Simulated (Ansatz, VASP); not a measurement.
One calculation of AlN, two programs

File INCAR:

```
SYSTEM = AlN
PREC = Accurate
ENCUT = 520
EDIFF = 1E-7
ISMEAR = -1
SIGMA = 0.05
LREAL = .False.
LASPH = .True.
NELM = 60
ALGO = Normal
ISIF = 2
LWAVE = .False.
LCHARG = .False.
GGA = PS
NBANDS = 16
```

File KPOINTS:

```
regular mesh
0
Gamma
  10 10 6
  0 0 0
```

The input POSCAR:

```
AlN
1.0
    3.1539652241      0.0000000000      0.0000000000
   -1.5769826120      2.7314140067      0.0000000000
    0.0000000000      0.0000000000      5.0465469904
Al N
2 2
Direct
    0.6666666667      0.3333333333      0.5000000000
    0.3333333333      0.6666666667      0.0000000000
    0.6666666667      0.3333333333      0.8800000000
    0.3333333333      0.6666666667      0.3800000000
```

The input input.yaml:

```yaml
crystal:
  lattice:
    - [3.1539652241, 0.0, 0.0]
    - [-1.576982612, 2.7314140067, 0.0]
    - [0.0, 0.0, 5.0465469904]
  atoms:
    - { symbol: Al, position: [0.6666666667, 0.3333333333, 0.5] }
    - { symbol: Al, position: [0.3333333333, 0.6666666667, 0.0] }
    - { symbol: "N", position: [0.6666666667, 0.3333333333, 0.88] }
    - { symbol: "N", position: [0.3333333333, 0.6666666667, 0.38] }
kpoints:
  mp_grid: { grid: [10, 10, 6] }
scf:
  occupations: { method: fermi_dirac, width: 0.05 }
hamiltonian:
  xc: pbesol
  pseudopotentials: { kind: all_electron, lapw: { basis_error: 0.002 } }
output:
  forces: true
  stress: true
  eigenvalues: true
```

Change from the starting cell: volume scaled by 1.04.

Alike in both runs: task single point; functional PBEsol; k mesh 10 × 10 × 6; occupations fermi-dirac, width 0.05 eV; no spin polarisation.

```csv
,VASP,Ansatz
version,VASP 6.6.1,Ansatz 0.2.0
potentials or method,"VASP PAW PBE potentials, release 64 (Al, N), cutoff 520 eV","all-electron LAPW, scalar-relativistic"
```

Ansatz gave:

| Quantity | Value |
| --- | --- |
| gap on the k mesh at the Fermi level (eV) | 3.81 |
| least direct gap on the mesh (eV) | 3.81 |
| pressure (GPa) | -7.2 |
| traceless stress, the component that is largest in VASP (GPa) | 1.11 |
| rms of the force components (eV/Å) | 0.059 |

Which values does VASP return?

gap on the k mesh at the Fermi level (eV): 3.81; least direct gap on the mesh (eV): 3.81; pressure (GPa): -7.2; traceless stress, the component that is largest in VASP (GPa): 1.13; rms of the force components (eV/Å): 0.060.

VASP's potentials were made for PBE, not for PBEsol. Atom by atom the forces differ by 0.001 eV/Å (rms over components). Ansatz ran all-electron here, and VASP with PAW potentials.
